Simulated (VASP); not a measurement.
# In4Sb (P-43m) in VASP: a series of runs, part 2 of 2

VASP 6.6.1. Earlier steps stand in the parts before.

## 3. Single point, PBE

This run uses another cell than the first one, of 33.43 Å³/atom.

Input file INCAR:

```
PREC = Accurate
ENCUT = 520
EDIFF = 1E-7
ISMEAR = 0
SIGMA = 0.1
LREAL = False
LASPH = True
NELM = 60
ALGO = Normal
ISIF = 2
LWAVE = False
LCHARG = True
GGA = PE
LELF = True
LVHAR = True
NBANDS = 36
```

Input file KPOINTS:

```
Automatic mesh
0
Gamma
  4 4 4
```

Input file POSCAR:

```
In4Sb
1.0
    5.5083380095      0.0000000000      0.0000000000
    0.0000000000      5.5083380095      0.0000000000
    0.0000000000      0.0000000000      5.5083380095
In Sb
4 1
Direct
    0.3023053911      0.3023053911      0.3023053911
    0.6976946089      0.6976946089      0.3023053911
    0.3023053911      0.6976946089      0.6976946089
    0.6976946089      0.3023053911      0.6976946089
    0.0000000000      0.0000000000      0.0000000000
```

Potentials or basis: VASP PAW PBE potentials, release 64 (In_d, Sb).

The run is started by

```bash
$ cat potpaw_PBE.64/In_d/POTCAR potpaw_PBE.64/Sb/POTCAR > POTCAR
$ mpirun -np 1 vasp_std > vasp.out
```

OUTCAR:

```text
PREC = Accurate
   ENCUT = 520
   EDIFF = 1E-7
   ISMEAR = 0
   LREAL = False
   LASPH = True
   NELM = 60
   ISIF = 2
   GGA = PE

 ion  position               nearest neighbor table
   1  0.302  0.302  0.302-   5 2.88   3 3.08   4 3.08   2 3.08   3 3.98   4 3.98   2 3.98   3 3.98
                             2 3.98   4 3.98
   2  0.698  0.698  0.302-   5 2.88   3 3.08   4 3.08   1 3.08   1 3.98   3 3.98   1 3.98   4 3.98
                             3 3.98   4 3.98
   3  0.302  0.698  0.698-   5 2.88   2 3.08   4 3.08   1 3.08   1 3.98   4 3.98   1 3.98   2 3.98
                             2 3.98   4 3.98
   4  0.698  0.302  0.698-   5 2.88   2 3.08   3 3.08   1 3.08   1 3.98   3 3.98   1 3.98   2 3.98
[... 581 lines left out ...]
  Total        0.1474018      0.1474018      0.1474018     -0.0000000      0.0000000     -0.0000000
  in kB        1.4130305      1.4130305      1.4130305     -0.0000000      0.0000000     -0.0000000
  external PRESSURE =       1.4130305 kB  Pullay stress =       0.0000000 kB

 VOLUME and BASIS-vectors are now :
 -----------------------------------------------------------------------------
  energy-cutoff  :      520.00
  volume of cell :      167.13
      direct lattice vectors                 reciprocal lattice vectors
     5.508338010  0.000000000  0.000000000     0.181542962  0.000000000  0.000000000
     0.000000000  5.508338010  0.000000000     0.000000000  0.181542962  0.000000000
     0.000000000  0.000000000  5.508338010     0.000000000  0.000000000  0.181542962

 POSITION                                       TOTAL-FORCE (eV/Angst)
 -----------------------------------------------------------------------------------
      1.66520      1.66520      1.66520         0.002975      0.002975      0.002975
      3.84314      3.84314      1.66520        -0.002975     -0.002975      0.002975
      1.66520      3.84314      3.84314         0.002975     -0.002975     -0.002975
      3.84314      1.66520      3.84314        -0.002975      0.002975     -0.002975
      0.00000      0.00000      0.00000         0.000000     -0.000000      0.000000
 -----------------------------------------------------------------------------------
    total drift:                                0.000000      0.000000      0.000000

  FREE ENERGIE OF THE ION-ELECTRON SYSTEM (eV)
  ---------------------------------------------------
  free  energy   TOTEN  =       -13.4646430253 eV

  energy  without entropy=      -13.4499619807  energy(sigma->0) =      -13.45730250
```

stdout:

```text
POSCAR found type information on POSCAR InSb
 POSCAR found :  2 types and       5 ions
 scaLAPACK will be used
 LDA part: xc-table for (Slater+PW92), standard interpolation
 POSCAR, INCAR and KPOINTS ok, starting setup
 FFT: planning ... GRIDC
 FFT: planning ... GRID_SOFT
 FFT: planning ... GRID
 WAVECAR not read
 entering main loop
```

It took 45 s on 1 thread of AMD EPYC 9R45 (Zen 5), shared host; peak memory 0.24 GiB.

Results:

| Item | Value |
| --- | --- |
| Free energy | -13.4646 eV |
| Pressure | 0.1 GPa |
| Largest force | 0.005 eV/Å |
| Band gap on the k mesh | zero (an odd number of electrons rules out a gap without spin polarisation) |

Forces on the atoms (eV/Å):
```
In   0.003  0.003  0.003
In  -0.003 -0.003  0.003
In   0.003 -0.003 -0.003
In  -0.003  0.003 -0.003
Sb   0.000  0.000  0.000
```

Caveat: spin-orbit coupling is left out, which moves the levels of the heavy elements.

## 4. Single point, PBE

This run uses another cell than the first one, of 33.67 Å³/atom.

Input file INCAR:

```
PREC     = Accurate       # precision mode
ENCUT    = 520            # plane-wave cutoff, eV
EDIFF    = 1E-6           # SCF threshold, eV
ISMEAR   = 0              # smearing method
SIGMA    = 0.1            # smearing width, eV
LREAL    = F              # projectors in reciprocal space
LASPH    = T              # aspherical terms in the spheres
NELM     = 60             # most SCF steps
ALGO     = Fast           # electronic algorithm
ISIF     = 2              # what is computed and relaxed
LWAVE    = F              # write WAVECAR
LCHARG   = F              # write CHGCAR
GGA      = PE             # functional
NBANDS   = 36             # bands
```

Input file KPOINTS:

```
regular mesh
0
Gamma
  8 8 8
```

Input file POSCAR:

```
In4Sb
1.0
    5.5218728686      0.0000000000      0.0000000000
    0.0000000000      5.5218728686      0.0000000000
    0.0000000000      0.0000000000      5.5218728686
In Sb
4 1
Direct
    0.3022624097      0.3022624097      0.3022624097
    0.6977375903      0.6977375903      0.3022624097
    0.3022624097      0.6977375903      0.6977375903
    0.6977375903      0.3022624097      0.6977375903
    0.0000000000      0.0000000000      0.0000000000
```

The run is started by

```bash
$ cat potpaw_PBE.64/In_d/POTCAR potpaw_PBE.64/Sb/POTCAR > POTCAR
$ mpirun -np 1 vasp_std > vasp.out
```

Wall time 2.8 min (1 thread of AMD EPYC 9R45 (Zen 5), shared host); peak memory 0.33 GiB.

Results (log left out):

```
Free energy            : -13.4368 eV
Pressure               : 0.0 GPa
Largest force          : 0.013 eV/Å
Band gap on the k mesh : zero (an odd number of electrons rules out a gap without spin polarisation)
```

Forces on the atoms (eV/Å):
```
In  -0.007 -0.007 -0.007
In   0.007  0.007 -0.007
In  -0.007  0.007  0.007
In   0.007 -0.007  0.007
Sb   0.000  0.000  0.000
```

Levels at points of the mesh, in eV from the Fermi level:
```csv
k point,band 25,band 26,band 27,band 28,band 29,band 30,band 31,band 32
"(0.00, 0.00, 0.00)",-4.25,-1.39,-1.39,-0.35,-0.35,-0.35,0.75,3.13
"(0.50, 0.00, 0.00)",-3.99,-2.90,-1.07,-1.07,-0.57,0.74,1.98,2.20
"(0.50, 0.50, 0.00)",-2.53,-2.19,-0.74,-0.74,-0.31,-0.04,0.29,0.29
"(0.50, 0.50, 0.50)",-5.05,-3.16,-3.16,-3.16,2.78,2.78,2.78,3.03
```

Caveat: spin-orbit coupling is left out, which moves the levels of the heavy elements.

## 5. The runs side by side

```tsv
cell	k mesh	gap on the mesh (eV)	pressure (GPa)	largest force (eV/Å)
a = 5.244 Å, 5 atoms, atomic positions A	4 × 4 × 4	none	27.4	-
a = 5.508 Å, 5 atoms, atomic positions B	4 × 4 × 4	none	0.1	0.01
a = 5.522 Å, 5 atoms, atomic positions B	8 × 8 × 8	none	0.0	0.01
```

Alike in all rows: task single point; level PBE; potentials or basis VASP PAW PBE potentials, release 64 (In_d, Sb); no spin polarisation; cutoff (eV) 520; smearing gaussian 0.1 eV.

Caveats: spin-orbit coupling is left out, which moves the levels of the heavy elements; the cell stands under pressure (at least some runs).

Absolute energies hang on the potentials; compare differences alone.
